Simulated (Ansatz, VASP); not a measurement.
**AlRu: VASP beside Ansatz**

The input INCAR:

```
  PREC = Accurate
  ENCUT = 520
  EDIFF = 1E-6
  ISMEAR = 0
  SIGMA = 0.15
  LREAL = False
  LASPH = True
  NELM = 80
  ALGO = Fast
  ISIF = 2
  LWAVE = False
  LCHARG = True
  GGA = PS
  LELF = True
  LVHAR = True
  NBANDS = 16
```

The input KPOINTS:

```
Automatic mesh
0
Gamma
  20 20 20
```

File POSCAR:

```
AlRu
1.0
    2.9764078228      0.0000000000      0.0000000000
    0.0000000000      2.9764078228      0.0000000000
    0.0000000000      0.0000000000      2.9764078228
Al Ru
1 1
Direct
    0.0000000000      0.0000000000      0.0000000000
    0.5000000000      0.5000000000      0.4832012268
```

Input for Ansatz:

```yaml
crystal:
  lattice:
    - [2.9764078228, 0.0, 0.0]
    - [0.0, 2.9764078228, 0.0]
    - [0.0, 0.0, 2.9764078228]
  atoms:
    - { symbol: Al, position: [0.0, 0.0, 0.0] }
    - { symbol: Ru, position: [0.5, 0.5, 0.4832012268] }
basis:
  ecutwfc: 420
kpoints:
  mp_grid: { grid: [20, 20, 20] }
hamiltonian:
  xc: pbesol
scf:
  occupations: { method: gaussian, width: 0.15 }
output:
  forces: true
  stress: true
  eigenvalues: true
```

Change from the starting cell: all Ru atoms moved -0.050 Å, as atom 2 along Cartesian [0 0 1].

Alike in both runs: task single point; functional PBEsol; k mesh 20 × 20 × 20; occupations gaussian, width 0.15 eV; no spin polarisation.

|  | VASP | Ansatz |
| --- | --- | --- |
| version | VASP 6.6.1 | Ansatz 0.2.0 |
| potentials or method | VASP PAW PBE potentials, release 64 (Al, Ru_pv), cutoff 520 eV | scalar-relativistic, plane waves, PAW |
| valence electrons in the cell | 17 | 19 |

Ansatz gave:

| Quantity | Value |
| --- | --- |
| gap on the k mesh at the Fermi level (eV) | none |
| pressure (GPa) | 0.2 |
| traceless stress, the component that is largest in VASP (GPa) | -0.14 |
| rms of the force components (eV/Å) | 0.233 |

What did VASP give for the same quantities?

gap on the k mesh at the Fermi level (eV): none; pressure (GPa): 0.1; traceless stress, the component that is largest in VASP (GPa): -0.14; rms of the force components (eV/Å): 0.236.

VASP's potentials were made for PBE, not for PBEsol. Atom by atom the forces differ by 0.002 eV/Å (rms over components). A gap of «none» marks a metal or a gap that the smearing closes. VASP's potentials hold 17 valence electrons a cell and Ansatz's 19, so a difference there can come from the potentials and not from the codes.
